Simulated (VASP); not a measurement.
# PtS2 (P-3m1) in VASP: settings compared, part 2 of 3

VASP 6.6.1.

## Step 3: Single point, r2SCAN

This run uses another cell than the first one, of 18.99 Å³/atom, 1.040 times its volume.

The input, POSCAR:

```
PtS2
1.0
    3.5898263996      0.0000000000      0.0000000000
   -1.7949131998      3.1088808573      0.0000000000
    0.0000000000      0.0000000000      5.1051076040
Pt S
1 2
Direct
    0.0000000000      0.0000000000      0.0000000000
    0.6666666667      0.3333333333      0.7730000000
    0.3333333333      0.6666666667      0.2270000000
```

The input, INCAR.step1:

```
SYSTEM = PtS2
  PREC = Accurate
  ENCUT = 520
  ISMEAR = -1
  SIGMA = 0.05
  LREAL = .False.
  LASPH = .True.
  NELM = 80
  NBANDS = 18
  GGA = PE
  ALGO = Normal
  EDIFF = 1E-4
  LWAVE = .True.
  LCHARG = .False.
```

The input, INCAR.step2:

```
SYSTEM = PtS2
  PREC = Accurate
  ENCUT = 520
  EDIFF = 1E-6
  ISMEAR = -1
  SIGMA = 0.05
  LREAL = .False.
  LASPH = .True.
  NELM = 80
  ALGO = Normal
  ISIF = 2
  LWAVE = .False.
  LCHARG = .True.
  METAGGA = R2SCAN
  LMIXTAU = .True.
  LELF = .True.
  LVHAR = .True.
  NBANDS = 18
  ISTART = 1
```

The input, KPOINTS:

```
regular mesh
0
Gamma
  7 7 5
  0 0 0
```

Potentials or basis: VASP PAW PBE potentials, release 64 (Pt, S).

Command:

```
cat potpaw_PBE.64/Pt/POTCAR potpaw_PBE.64/S/POTCAR > POTCAR
cp INCAR.step1 INCAR
mpirun -np 1 vasp_std > vasp.out
cp INCAR.step2 INCAR
mpirun -np 1 vasp_std > vasp.out
```

OUTCAR:

```text
SYSTEM = PtS2
   PREC = Accurate
   ENCUT = 520
   EDIFF = 1E-6
   ISMEAR = -1
   LREAL = .False.
   LASPH = .True.
   NELM = 80
   ISIF = 2
   METAGGA = R2SCAN
   ISTART = 1

 ion  position               nearest neighbor table
   1  0.000  0.000  0.000-   2 2.37   3 2.37   2 2.37   3 2.37   2 2.37   3 2.37
   2  0.667  0.333  0.773-   1 2.37   1 2.37   1 2.37
   3  0.333  0.667  0.227-   1 2.37   1 2.37   1 2.37

  LATTYP: Found a hexagonal cell.
 ALAT       =     3.5898263996
 C/A-ratio  =     1.4221043125
[... 697 lines left out ...]

  FORCE on cell =-STRESS in cart. coord.  units (eV):
  Direction    XX          YY          ZZ          XY          YZ          ZX
  --------------------------------------------------------------------------------------
  -------------------------------------------------------------------------------------
  Total        0.6520251      0.6520251      1.7137013      0.0000000      0.0000000      0.0000000
  in kB       18.3354878     18.3354878     48.1907041      0.0000000      0.0000000      0.0000000
  external PRESSURE =      28.2872265 kB  Pullay stress =       0.0000000 kB

 VOLUME and BASIS-vectors are now :
 -----------------------------------------------------------------------------
  energy-cutoff  :      520.00
  volume of cell :       56.97
      direct lattice vectors                 reciprocal lattice vectors
     3.589826400  0.000000000  0.000000000     0.278565003  0.160829579  0.000000000
    -1.794913200  3.108880857  0.000000000     0.000000000  0.321659158  0.000000000
     0.000000000  0.000000000  5.105107604     0.000000000  0.000000000  0.195882257

 POSITION                                       TOTAL-FORCE (eV/Angst)
 -----------------------------------------------------------------------------------
      0.00000      0.00000      0.00000         0.000000      0.000000      0.000000
      1.79491      1.03629      3.94625         0.000000     -0.000000     -0.631028
     -0.00000      2.07259      1.15886        -0.000000      0.000000      0.631028
 -----------------------------------------------------------------------------------
    total drift:                                0.000000     -0.000000      0.000000

  FREE ENERGIE OF THE ION-ELECTRON SYSTEM (eV)
  ---------------------------------------------------
  free  energy   TOTEN  =       -68.8210457419 eV

  energy  without entropy=      -68.8210419442  energy(sigma->0) =      -68.82104384
```

It took 77 s on 1 thread of Intel Xeon Platinum 8488C (Sapphire Rapids), shared host; peak memory 0.19 GiB.

Results:

- Free energy: -68.8210 eV
- Pressure: 2.8 GPa
- Largest force: 0.631 eV/Å
- Band gap on the k mesh: 1.01 eV, indirect (least direct gap 1.30 eV)

Forces on the atoms (eV/Å):
```
Pt   0.000  0.000  0.000
S    0.000  0.000 -0.631
S    0.000  0.000  0.631
```

Caveat: the PAW data sets were made with another functional, which shifts forces and pressure a little; spin-orbit coupling is left out, which moves the levels of the heavy elements.

## Step 4: Single point, r2SCAN

This run uses another cell than the first one, of 19.36 Å³/atom, 1.060 times its volume.

The input, POSCAR:

```
PtS2
1.0
    3.6126921524      0.0000000000      0.0000000000
   -1.8063460762      3.1286831800      0.0000000000
    0.0000000000      0.0000000000      5.1376250896
Pt S
1 2
Direct
    0.0000000000      0.0000000000      0.0000000000
    0.6666666667      0.3333333333      0.7730000000
    0.3333333333      0.6666666667      0.2270000000
```

The input, INCAR.step1:

```
SYSTEM = PtS2
PREC = Accurate
ENCUT = 520
ISMEAR = -1
SIGMA = 0.05
LREAL = .FALSE.
LASPH = .TRUE.
NELM = 60
NBANDS = 18
GGA = PE
ALGO = Normal
EDIFF = 1E-4
LWAVE = .TRUE.
LCHARG = .FALSE.
```

The input, INCAR.step2:

```
SYSTEM = PtS2
PREC = Accurate
ENCUT = 520
EDIFF = 1E-6
ISMEAR = -1
SIGMA = 0.05
LREAL = .FALSE.
LASPH = .TRUE.
NELM = 60
ALGO = Normal
ISIF = 2
LWAVE = .FALSE.
LCHARG = .FALSE.
METAGGA = R2SCAN
LMIXTAU = .TRUE.
NBANDS = 18
ISTART = 1
```

The input, KPOINTS:

```
regular mesh
0
G
  7 7 5
  0 0 0
```

Potentials or basis: VASP PAW PBE potentials, release 64 (Pt, S).

Command:

```
cat potpaw_PBE.64/Pt/POTCAR potpaw_PBE.64/S/POTCAR > POTCAR
cp INCAR.step1 INCAR
mpirun -np 1 vasp_std > vasp.out
cp INCAR.step2 INCAR
mpirun -np 1 vasp_std > vasp.out
```

OUTCAR:

```text
SYSTEM = PtS2
   PREC = Accurate
   ENCUT = 520
   EDIFF = 1E-6
   ISMEAR = -1
   LREAL = .FALSE.
   LASPH = .TRUE.
   NELM = 60
   ISIF = 2
   METAGGA = R2SCAN
   ISTART = 1

 ion  position               nearest neighbor table
   1  0.000  0.000  0.000-   2 2.39   3 2.39   3 2.39   2 2.39   2 2.39   3 2.39
   2  0.667  0.333  0.773-   1 2.39   1 2.39   1 2.39
   3  0.333  0.667  0.227-   1 2.39   1 2.39   1 2.39

  LATTYP: Found a hexagonal cell.
 ALAT       =     3.6126921524
 C/A-ratio  =     1.4221043125

  Lattice vectors:

 A1 = (   3.6126921524,   0.0000000000,   0.0000000000)
 A2 = (  -1.8063460762,   3.1286831800,   0.0000000000)
 A3 = (   0.0000000000,   0.0000000000,   5.1376250896)

Analysis of symmetry for initial positions (statically):
=====================================================================
 Subroutine PRICEL returns:
 Original cell was already a primitive cell.

 Routine SETGRP: Setting up the symmetry group for a
 hexagonal supercell.

 Subroutine GETGRP returns: Found 12 space group operations
 (whereof 12 operations were pure point group operations)
 out of a pool of 24 trial point group operations.

The static configuration has the point symmetry D_3d.

Analysis of symmetry for dynamics (positions and initial velocities):
=====================================================================
 Subroutine PRICEL returns:
 Original cell was already a primitive cell.

 Routine SETGRP: Setting up the symmetry group for a
 hexagonal supercell.

 Subroutine GETGRP returns: Found 12 space group operations
 (whereof 12 operations were pure point group operations)
 out of a pool of 24 trial point group operations.

The dynamic configuration has the point symmetry D_3d.

 Subroutine INISYM returns: Found 12 space group operations
 (whereof 12 operations are pure point group operations),
 and found     1 'primitive' translations

----------------------------------------------------------------------------------------

[... 109 lines left out ...]
   ISMEAR =    -1;   SIGMA  =   0.05  broadening in eV -4-tet -1-fermi 0-gaus
   EFERMI_NEDOS =   21; number of points for ismear=-14 and -15
   IALGO  =     38    algorithm
   IMIX   =      4    mixing-type and parameters
     AMIX     =   0.40;   BMIX     =  1.00
     AMIX_MAG =   1.60;   BMIX_MAG =  1.00
  volume/ion in A,a.u.               =      19.36       130.63
  Fermi-wavevector in a.u.,A,eV,Ry     =   1.184579  2.238530 19.092072  1.403228
  Thomas-Fermi vector in A             =   2.320790
   LORBIT       =      0    0 simple, 1 ext, 2 COOP (PROOUT), +10 PAW based schemes
   METAGGA = R2SCAN    functional components
   LHFCALC =     F    Hartree Fock is set to
   AEXX    =    0.0000 exact exchange contribution
   IVDW    =     0    specifies the selected vdW correction
   LEPSILON=     F    determine dielectric tensor
   LRPA    =     F    only Hartree local field effects (RPA)
 non-spin polarized calculation
  energy-cutoff  :      520.00
  volume of cell :       58.07
 maximum number of plane-waves:      1585
 NGX is ok and might be reduce to    28
   NGX = 13   NGY = 13   NGZ = 19

 number of electron      21.9999998 magnetization

 Free energy of the ion-electron system (eV)
  ---------------------------------------------------
  ext. energy  EPLUGINS =         0.00000000
  ---------------------------------------------------
  free energy    TOTEN  =       -68.83134691 eV

  energy without entropy =      -68.83134216  energy(sigma->0) =      -68.83134454

 E-fermi :   6.1754     XC(G=0): -10.9678

 val. band max:        5.6796376045   @ k =   0.0000   0.1429   0.2000
 cond. band min:       6.6726069460   @ k =   0.0000   0.2857   0.2000
 fundamental gap:      0.9929693416
 Fermi energy:         6.1754322900

 k-point     1 :       0.0000    0.0000    0.0000
  band No.  band energies     occupation
      1      -9.9601      2.00000
      2      -6.9661      2.00000
      3      -1.0761      2.00000
      4      -1.0761      2.00000
      5      -0.9758      2.00000
      6       1.8745      2.00000
[... 481 lines left out ...]
      5      -0.0254      2.00000
      6       1.1018      2.00000
[... 10 lines left out ...]
     17      16.0024      0.00000
     18      16.0674      0.00000

 [... further k-points ...]
[... 5 lines left out ...]
  --------------------------------------------------------------------------------------
  -------------------------------------------------------------------------------------
  Total       -0.4593546     -0.4593546      1.0390727      0.0000000      0.0000000      0.0000000
  in kB      -12.6737084    -12.6737084     28.6682750      0.0000000      0.0000000      0.0000000
  external PRESSURE =       1.1069528 kB  Pullay stress =       0.0000000 kB

 VOLUME and BASIS-vectors are now :
 -----------------------------------------------------------------------------
  energy-cutoff  :      520.00
  volume of cell :       58.07
      direct lattice vectors                 reciprocal lattice vectors
     3.612692152  0.000000000  0.000000000     0.276801886  0.159811643  0.000000000
    -1.806346076  3.128683180  0.000000000     0.000000000  0.319623286  0.000000000
     0.000000000  0.000000000  5.137625090     0.000000000  0.000000000  0.194642463

 POSITION                                       TOTAL-FORCE (eV/Angst)
 -----------------------------------------------------------------------------------
      0.00000      0.00000      0.00000        -0.000000      0.000000      0.000000
      1.80635      1.04289      3.97138        -0.000000      0.000000     -0.373910
     -0.00000      2.08579      1.16624         0.000000     -0.000000      0.373910
 -----------------------------------------------------------------------------------
    total drift:                                0.000000     -0.000000      0.000000

  FREE ENERGIE OF THE ION-ELECTRON SYSTEM (eV)
  ---------------------------------------------------
  free  energy   TOTEN  =       -68.8313469076 eV

  energy  without entropy=      -68.8313421626  energy(sigma->0) =      -68.83134454
```

OSZICAR.step1:

```text
N       E                     dE             d eps       ncg     rms          rms(c)
DAV:   1     0.112172848320E+03    0.11217E+03   -0.10315E+04  1160   0.108E+03
DAV:   2    -0.109488177524E+02   -0.12312E+03   -0.11849E+03  1350   0.217E+02
DAV:   3    -0.167220507601E+02   -0.57732E+01   -0.57302E+01  1470   0.480E+01
DAV:   4    -0.167834807492E+02   -0.61430E-01   -0.61389E-01  1530   0.545E+00
DAV:   5    -0.167845350933E+02   -0.10543E-02   -0.10542E-02  1510   0.694E-01    0.177E+01
DAV:   6    -0.156809239551E+02    0.11036E+01   -0.65544E+00  1212   0.245E+01    0.118E+01
DAV:   7    -0.154200478350E+02    0.26088E+00   -0.12522E+00  1202   0.112E+01    0.579E+00
DAV:   8    -0.154050831424E+02    0.14965E-01   -0.71068E-02  1272   0.178E+00    0.118E+00
DAV:   9    -0.154015626169E+02    0.35205E-02   -0.94338E-03  1348   0.991E-01    0.231E-01
DAV:  10    -0.154017729782E+02   -0.21036E-03   -0.14462E-03  1462   0.236E-01    0.952E-02
DAV:  11    -0.154018450879E+02   -0.72110E-04   -0.76148E-05   998   0.771E-02
   1 F= -.15401845E+02 E0= -.15401836E+02  d E =-.179374E-04
```

It took 74 s on 1 thread of Intel Xeon Platinum 8488C (Sapphire Rapids), shared host; peak memory 0.19 GiB.

What came out:

- Free energy: -68.8313 eV
- Pressure: 0.1 GPa
- Largest force: 0.374 eV/Å
- Band gap on the k mesh: 0.99 eV, indirect (least direct gap 1.27 eV)

Forces on the atoms (eV/Å):
```
Pt   0.000  0.000  0.000
S    0.000  0.000 -0.374
S    0.000  0.000  0.374
```

Levels at points of the mesh, in eV from the valence-band top:
| k point | band 8 | band 9 | band 10 | band 11 | band 12 | band 13 | band 14 | band 15 |
| --- | --- | --- | --- | --- | --- | --- | --- | --- |
| (0.00, 0.00, 0.00) | -1.75 | -1.10 | -1.10 | -0.03 | 2.49 | 2.49 | 5.33 | 5.91 |

Caveat: the PAW data sets were made with another functional, which shifts forces and pressure a little; spin-orbit coupling is left out, which moves the levels of the heavy elements.

(Part 2 of 3 ends here.)
